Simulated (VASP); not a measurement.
# FeCo (Pm-3m) in VASP: notebook

Runs on FeCo. Level: PBEsol. Tasks: single point.

All numbers are computed with VASP 6.6.1; they aren't measurements. Logs are shortened: lines on timing, memory, paths and dates and some standing lists are left out, and cuts for length are marked.

### 1 The cell of the first run

Symmetry: Pm-3m, No. 221, cubic system. Conventional cell: a = 2.621 Å, b = 2.621 Å, c = 2.621 Å, α = 90.00°, β = 90.00°, γ = 90.00°. Within 3.0 Å of Fe (site symmetry m-3m) lie 8 Co at 2.27 Å and 6 Fe at 2.62 Å. Within 3.0 Å of Co (site symmetry m-3m) lie 8 Fe at 2.27 Å and 6 Co at 2.62 Å.

### 2 Single point, PBEsol (9.00 Å³/atom)

Input file INCAR:

```
PREC = Accurate
ENCUT = 600
EDIFF = 1E-6
ISMEAR = 0
SIGMA = 0.15
LREAL = F
LASPH = T
NELM = 120
ALGO = Normal
ISIF = 2
LWAVE = F
LCHARG = F
GGA = PS
NBANDS = 16
GGA_COMPAT = F
```

Input file KPOINTS:

```
Automatic mesh
0
Gamma
  18 18 18
```

Input file POSCAR:

```
FeCo
1.0
    2.6208384551      0.0000000000      0.0000000000
    0.0000000000      2.6208384551      0.0000000000
    0.0000000000      0.0000000000      2.6208384551
Fe Co
1 1
Direct
    0.5000000000      0.5000000000      0.5000000000
    0.0000000000      0.0000000000      0.0000000000
```

Potentials or basis: VASP PAW PBE potentials, release 64 (Fe, Co).

Run with:

```
> cat potpaw_PBE.64/Fe/POTCAR potpaw_PBE.64/Co/POTCAR > POTCAR
> mpirun -np 1 vasp_std > vasp.out
```

OUTCAR:

```text
PREC = Accurate
   ENCUT = 600
   EDIFF = 1E-6
   ISMEAR = 0
   LREAL = F
   LASPH = T
   NELM = 120
   ISIF = 2
   GGA = PS

 ion  position               nearest neighbor table
   1  0.500  0.500  0.500-   2 2.27   2 2.27   2 2.27   2 2.27   2 2.27   2 2.27   2 2.27   2 2.27

   2  0.000  0.000  0.000-   1 2.27   1 2.27   1 2.27   1 2.27   1 2.27   1 2.27   1 2.27   1 2.27

  LATTYP: Found a simple cubic cell.
 ALAT       =     2.6208384551

  Lattice vectors:

 A1 = (   2.6208384551,   0.0000000000,   0.0000000000)
 A2 = (   0.0000000000,   2.6208384551,   0.0000000000)
 A3 = (   0.0000000000,   0.0000000000,   2.6208384551)

Analysis of symmetry for initial positions (statically):
=====================================================================
 Subroutine PRICEL returns:
 Original cell was already a primitive cell.

 Routine SETGRP: Setting up the symmetry group for a
 simple cubic supercell.

 Subroutine GETGRP returns: Found 48 space group operations
 (whereof 48 operations were pure point group operations)
 out of a pool of 48 trial point group operations.

The static configuration has the point symmetry O_h .

Analysis of symmetry for dynamics (positions and initial velocities):
=====================================================================
 Subroutine PRICEL returns:
 Original cell was already a primitive cell.

 Routine SETGRP: Setting up the symmetry group for a
 simple cubic supercell.

 Subroutine GETGRP returns: Found 48 space group operations
 (whereof 48 operations were pure point group operations)
 out of a pool of 48 trial point group operations.

The dynamic configuration has the point symmetry O_h .

 Subroutine INISYM returns: Found 48 space group operations
 (whereof 48 operations are pure point group operations),
 and found     1 'primitive' translations

----------------------------------------------------------------------------------------

                                     Primitive cell

  volume of cell :      18.0020

  direct lattice vectors                    reciprocal lattice vectors
     2.620838455  0.000000000  0.000000000     0.381557283  0.000000000  0.000000000
     0.000000000  2.620838455  0.000000000     0.000000000  0.381557283  0.000000000
     0.000000000  0.000000000  2.620838455     0.000000000  0.000000000  0.381557283

  length of vectors
     2.620838455  2.620838455  2.620838455     0.381557283  0.381557283  0.381557283

  position of ions in fractional coordinates (direct lattice)
     0.500000000  0.500000000  0.500000000
     0.000000000  0.000000000  0.000000000

  ion indices of the primitive-cell ions
   primitive index   ion index
                 1           1
                 2           2

----------------------------------------------------------------------------------------

 KPOINTS: Automatic mesh

Automatic generation of k-mesh.
 Grid dimensions read from file:
 generate k-points for:   18   18   18

 Generating k-lattice:

  Cartesian coordinates                     Fractional coordinates (reciprocal lattice)
     0.021197627  0.000000000  0.000000000     0.055555556  0.000000000  0.000000000
     0.000000000  0.021197627  0.000000000     0.000000000  0.055555556  0.000000000
     0.000000000  0.000000000  0.021197627     0.000000000  0.000000000  0.055555556

  Length of vectors
     0.021197627  0.021197627  0.021197627

  Shift w.r.t. Gamma in fractional coordinates (k-lattice)
     0.000000000  0.000000000  0.000000000

 Subroutine IBZKPT returns following result:
 ===========================================

 Found    220 irreducible k-points:

 Following reciprocal coordinates:
            Coordinates               Weight
  0.000000  0.000000  0.000000      1.000000
  0.055556  0.000000  0.000000      6.000000
  0.111111  0.000000  0.000000      6.000000
  0.166667  0.000000  0.000000      6.000000
  0.222222  0.000000  0.000000      6.000000
  0.277778  0.000000  0.000000      6.000000
[... 16 lines left out ...]
  0.277778  0.111111  0.000000     24.000000
  0.333333  0.111111  0.000000     24.000000
 [... further k-points ...]
   k-points           NKPTS =    220   k-points in BZ     NKDIM =    220   number of bands    NBANDS=     16
   number of dos      NEDOS =    301   number of ions     NIONS =      2
   total plane-waves  NPLWV =  13824
   dimension x,y,z NGX =    24 NGY =   24 NGZ =   24
   dimension x,y,z NGXF=    48 NGYF=   48 NGZF=   48
   ions per type =               1   1
   NGX,Y,Z   is equivalent  to a cutoff of  15.22, 15.22, 15.22 a.u.
   NGXF,Y,Z  is equivalent  to a cutoff of  30.45, 30.45, 30.45 a.u.
 SYSTEM =  unknown system
   PREC   = accura    normal or accurate (medium, high low for compatibility)
   ISTART =      0    job   : 0-new  1-cont  2-samecut
   ICHARG =      2    charge: 1-file 2-atom 10-const
   ISPIN  =      1    spin polarized calculation?
   LNONCOLLINEAR =      F non collinear calculations
   LSORBIT =      F    spin-orbit coupling
   LASPH  =      T    aspherical Exc in radial PAW
   ENCUT  =  600.0 eV  44.10 Ry    6.64 a.u.   5.23  5.23  5.23*2*pi/ulx,y,z
   NELM   =    120;   NELMIN=  2; NELMDL= -5     # of ELM steps
   EDIFF  = 0.1E-05   stopping-criterion for ELM
   LREAL  =      F    real-space projection
   EDIFFG = 0.1E-04   stopping-criterion for IOM
   NSW    =      0    number of steps for IOM
   IBRION =     -1    ionic relax: 0-MD 1-quasi-New 2-CG
   NFREE  =      0    steps in history (QN), initial steepest desc. (CG)
   ISIF   =      2    stress and relaxation
   ISYM   =      2    0-nonsym 1-usesym 2-fastsym
   POTIM  = 0.5000    time-step for ionic-motion
   TEBEG  =    0.0;   TEEND  =   0.0 temperature during run
   PSTRESS=    0.0 pullay stress
   NELECT =      17.0000    total number of electrons
   NUPDOWN=      -1.0000    fix difference up-down
   EMIN   =  10.00;   EMAX   =-10.00  energy-range for DOS
   EFERMI =   0.00;   METHOD = LEGACY
   ISMEAR =     0;   SIGMA  =   0.15  broadening in eV -4-tet -1-fermi 0-gaus
   EFERMI_NEDOS =   21; number of points for ismear=-14 and -15
   IALGO  =     38    algorithm
   IMIX   =      4    mixing-type and parameters
     AMIX     =   0.40;   BMIX     =  1.00
     AMIX_MAG =   1.60;   BMIX_MAG =  1.00
  volume/ion in A,a.u.               =       9.00        60.74
  Fermi-wavevector in a.u.,A,eV,Ry     =   1.606143  3.035170 35.098887  2.579695
  Thomas-Fermi vector in A             =   2.702377
   LORBIT       =      0    0 simple, 1 ext, 2 COOP (PROOUT), +10 PAW based schemes
   GGA     = PS    functional components
   LHFCALC =     F    Hartree Fock is set to
   AEXX    =    0.0000 exact exchange contribution
   IVDW    =     0    specifies the selected vdW correction
   LEPSILON=     F    determine dielectric tensor
   LRPA    =     F    only Hartree local field effects (RPA)
 non-spin polarized calculation
 Gauss-broadening in eV      SIGMA  =   0.15
  energy-cutoff  :      600.00
  volume of cell :       18.00
 maximum number of plane-waves:       624
 NGX is ok and might be reduce to    24
   NGX = 11   NGY = 11   NGZ = 11

 number of electron      17.0000007 magnetization

 Free energy of the ion-electron system (eV)
  ---------------------------------------------------
  ext. energy  EPLUGINS =         0.00000000
  ---------------------------------------------------
  free energy    TOTEN  =       -15.59231249 eV

  energy without entropy =      -15.52516840  energy(sigma->0) =      -15.55874045

 E-fermi :  10.6660     XC(G=0): -14.7118

 val. band max:       10.6654195911   @ k =   0.2222   0.0556   0.0000
 cond. band min:      10.6666056698   @ k =   0.4444   0.3333   0.2778
 fundamental gap:      0.0011860788
 Fermi energy:        10.6659667711

 k-point     1 :       0.0000    0.0000    0.0000
  band No.  band energies     occupation
      1       0.7287      2.00000
      2       5.0291      2.00000
      3       5.0291      2.00000
      4       8.3956      2.00000
      5       8.3956      2.00000
      6       8.3956      2.00000
[... 8 lines left out ...]
     15      29.2105      0.00000
     16      29.2105      0.00000

 k-point     2 :       0.0556    0.0000    0.0000
  band No.  band energies     occupation
      1       0.8055      2.00000
      2       5.0665      2.00000
      3       5.0679      2.00000
      4       8.3933      2.00000
      5       8.3933      2.00000
      6       8.4188      2.00000
[... 8 lines left out ...]
     15      29.2238      0.00000
     16      29.5744      0.00000

 k-point     3 :       0.1111    0.0000    0.0000
  band No.  band energies     occupation
      1       1.0336      2.00000
      2       5.1780      2.00000
      3       5.1789      2.00000
      4       8.3880      2.00000
      5       8.3880      2.00000
      6       8.4878      2.00000
[... 8 lines left out ...]
     15      29.2644      0.00000
     16      30.3512      0.00000

 k-point     4 :       0.1667    0.0000    0.0000
  band No.  band energies     occupation
      1       1.4055      2.00000
      2       5.3460      2.00000
      3       5.3613      2.00000
      4       8.3853      2.00000
      5       8.3853      2.00000
      6       8.6007      2.00000
[... 8 lines left out ...]
     15      29.3351      0.00000
     16      31.0942      0.00000
[... 324 lines left out ...]
 k-point    22 :       0.2222    0.1111    0.0000
  band No.  band energies     occupation
      1       2.1770      2.00000
      2       5.6500      2.00000
      3       5.7618      2.00000
      4       8.0713      2.00000
      5       8.2996      2.00000
      6       9.1273      2.00000
[... 8 lines left out ...]
     15      30.1763      0.00000
     16      32.8765      0.00000

 k-point    23 :       0.2778    0.1111    0.0000
  band No.  band energies     occupation
      1       2.7650      2.00000
      2       5.8275      2.00000
      3       6.0487      2.00000
      4       8.0527      2.00000
      5       8.2703      2.00000
      6       9.2939      2.00000
[... 8 lines left out ...]
     15      30.3670      0.00000
     16      32.0645      0.00000

 k-point    24 :       0.3333    0.1111    0.0000
  band No.  band energies     occupation
      1       3.4233      2.00000
      2       5.9337      2.00000
      3       6.3804      2.00000
      4       8.0744      2.00000
      5       8.2210      2.00000
      6       9.2336      2.00000
[... 8 lines left out ...]
     15      30.5734      0.00000
     16      30.9819      0.00000

 [... further k-points ...]
[... 5 lines left out ...]
  --------------------------------------------------------------------------------------
  -------------------------------------------------------------------------------------
  Total        4.7406951      4.7406951      4.7406951     -0.0000000      0.0000000     -0.0000000
  in kB      421.9216867    421.9216867    421.9216867     -0.0000000      0.0000000     -0.0000000
  external PRESSURE =     421.9216867 kB  Pullay stress =       0.0000000 kB

 VOLUME and BASIS-vectors are now :
 -----------------------------------------------------------------------------
  energy-cutoff  :      600.00
  volume of cell :       18.00
      direct lattice vectors                 reciprocal lattice vectors
     2.620838455  0.000000000  0.000000000     0.381557283  0.000000000  0.000000000
     0.000000000  2.620838455  0.000000000     0.000000000  0.381557283  0.000000000
     0.000000000  0.000000000  2.620838455     0.000000000  0.000000000  0.381557283

 POSITION                                       TOTAL-FORCE (eV/Angst)
 -----------------------------------------------------------------------------------
      1.31042      1.31042      1.31042         0.000000      0.000000      0.000000
      0.00000      0.00000      0.00000         0.000000      0.000000      0.000000
 -----------------------------------------------------------------------------------
    total drift:                                0.000000      0.000000     -0.000000

  FREE ENERGIE OF THE ION-ELECTRON SYSTEM (eV)
  ---------------------------------------------------
  free  energy   TOTEN  =       -15.5923124878 eV

  energy  without entropy=      -15.5251684041  energy(sigma->0) =      -15.55874045
```

Wall time 47 s (1 thread of Intel Xeon 8259CL, shared host); peak memory 0.22 GiB.

What came out:

* Free energy: -15.5923 eV
* Pressure: 42.2 GPa
* Band gap on the k mesh: zero (an odd number of electrons rules out a gap without spin polarisation)

Caveat: the cell stands under pressure; the PAW data sets were made with another functional, which shifts forces and pressure a little; the run has no spin polarisation, though such a crystal can be magnetic. Spin polarisation is off, so any magnetic state and its effect on volume and gap are missing.

### 3 Single point, PBEsol (9.66 Å³/atom)

This run uses another cell than the first one, of 9.66 Å³/atom.

Input file INCAR:

```
PREC = Accurate ; ENCUT = 600
EDIFF = 1E-6 ; ISMEAR = 0
SIGMA = 0.15 ; LREAL = F
LASPH = T ; NELM = 120
ALGO = Normal ; ISIF = 2
LWAVE = F ; LCHARG = F
GGA = PS ; NBANDS = 16
GGA_COMPAT = F
```

KPOINTS is that of step 2.

Input file POSCAR:

```
FeCo
1.0
    2.6832062317      0.0000000000      0.0000000000
    0.0000000000      2.6832062317      0.0000000000
    0.0000000000      0.0000000000      2.6832062317
Fe Co
1 1
Direct
    0.5000000000      0.5000000000      0.5000000000
    0.0000000000      0.0000000000      0.0000000000
```

Potentials or basis: VASP PAW PBE potentials, release 64 (Fe, Co).

Run with:

```
> cat potpaw_PBE.64/Fe/POTCAR potpaw_PBE.64/Co/POTCAR > POTCAR
> mpirun -np 1 vasp_std > vasp.out
```

Wall time 53 s (1 thread of Intel Xeon 8259CL, shared host); peak memory 0.21 GiB.

The run converged. Its results:

- Free energy: -15.8144 eV
- Pressure: 13.5 GPa
- Band gap on the k mesh: zero (an odd number of electrons rules out a gap without spin polarisation)

Levels at points of the mesh, in eV from the Fermi level:
```csv
k point,band 5,band 6,band 7,band 8,band 9,band 10,band 11,band 12
"(0.00, 0.00, 0.00)",-2.05,-2.05,-0.17,-0.17,0.99,0.99,0.99,11.04
"(0.50, 0.00, 0.00)",-1.72,-1.72,-1.35,-1.35,-0.84,-0.30,0.89,1.51
"(0.50, 0.50, 0.00)",-0.30,-0.19,-0.10,0.39,0.41,0.41,1.32,1.32
"(0.50, 0.50, 0.50)",-3.31,-3.31,-0.14,-0.14,0.44,0.44,9.82,9.82
```

Caveat: the cell stands under pressure; the PAW data sets were made with another functional, which shifts forces and pressure a little; the run has no spin polarisation, though such a crystal can be magnetic. Spin polarisation is off, so any magnetic state and its effect on volume and gap are missing.

### 4 Single point, PBEsol (10.32 Å³/atom)

This run uses another cell than the first one, of 10.32 Å³/atom.

Input file INCAR:

```
PREC = Accurate
ENCUT = 600
EDIFF = 1E-6
ISMEAR = 0
SIGMA = 0.15
LREAL = False
LASPH = True
NELM = 120
ALGO = Normal
ISIF = 2
LWAVE = False
LCHARG = True
GGA = PS
LELF = True
LVHAR = True
NBANDS = 16
GGA_COMPAT = False
```

KPOINTS is that of step 3.

Input file POSCAR:

```
FeCo
1.0
    2.7428907279      0.0000000000      0.0000000000
    0.0000000000      2.7428907279      0.0000000000
    0.0000000000      0.0000000000      2.7428907279
Fe Co
1 1
Direct
    0.5000000000      0.5000000000      0.5000000000
    0.0000000000      0.0000000000      0.0000000000
```

Run with:

```
> cat potpaw_PBE.64/Fe/POTCAR potpaw_PBE.64/Co/POTCAR > POTCAR
> mpirun -np 1 vasp_std > vasp.out
```

It took 58 s on 1 thread of Intel Xeon 8259CL, shared host; peak memory 0.23 GiB.

It converged, with:

- Free energy: -15.8403 eV
- Pressure: -6.2 GPa
- Band gap on the k mesh: zero (an odd number of electrons rules out a gap without spin polarisation)

Levels at points of the mesh, in eV from the Fermi level:
| k point | band 5 | band 6 | band 7 | band 8 | band 9 | band 10 | band 11 | band 12 |
| --- | --- | --- | --- | --- | --- | --- | --- | --- |
| (0.00, 0.00, 0.00) | -1.87 | -1.87 | -0.15 | -0.15 | 0.90 | 0.90 | 0.90 | 10.54 |
| (0.50, 0.00, 0.00) | -1.56 | -1.56 | -1.22 | -1.22 | -0.77 | -0.27 | 0.78 | 1.36 |
| (0.50, 0.50, 0.00) | -0.27 | -0.17 | -0.10 | 0.35 | 0.43 | 0.43 | 1.19 | 1.19 |
| (0.50, 0.50, 0.50) | -3.02 | -3.02 | -0.13 | -0.13 | 0.40 | 0.40 | 9.31 | 9.31 |

Caveat: the cell stands under tension; the PAW data sets were made with another functional, which shifts forces and pressure a little; the run has no spin polarisation, though such a crystal can be magnetic. Spin polarisation is off, so any magnetic state and its effect on volume and gap are missing.

[end of part 1 of 2]
